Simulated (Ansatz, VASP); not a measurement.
One calculation of Si2P3, two programs

```xyz
5
Lattice="4.1551 0.0000 0.0000 -2.0776 3.5985 0.0000 0.0000 0.0000 5.3610" Properties=species:S:1:pos:R:3 pbc="T T T"
Si    2.0776    1.1995    2.6805
Si    0.0000    2.3990    0.0000
P     0.0000    0.0000    4.0624
P     0.0000    0.0000    1.2986
P     2.0776    1.1995    0.0000
```

Change from the starting cell: species swapped into the Fe3Ge2 type (P-6m2, No. 187).

Alike in both runs: functional PBE; k mesh 4 × 4 × 3; occupations gaussian, width 0.2 eV; no spin polarisation.

Ansatz relaxed the structure, and its values are those at the end. VASP's run is a single point on that final structure, the one shown.

|  | VASP | Ansatz |
| --- | --- | --- |
| version | VASP 6.6.1 | Ansatz 0.2.0 |
| potentials or method | VASP PAW PBE potentials, release 64 (Si, P), cutoff 500 eV | scalar-relativistic, plane waves, PAW |
| valence electrons in the cell | 23 | 23 |

|  | VASP | Ansatz | Ansatz less VASP |
| --- | --- | --- | --- |
| gap on the k mesh at the Fermi level (eV) | none | none | - |
| pressure (GPa) | -0.3 | -0.2 | +0.12 |
| rms of the force components (eV/Å) | 0.011 | 0.015 | +0.0038 |

A gap of «none» marks a metal or a gap that the smearing closes. The functional is the same, so the differences come from potentials, cutoffs and numerics.

The k mesh is coarse, so the values compare programs but aren't converged.
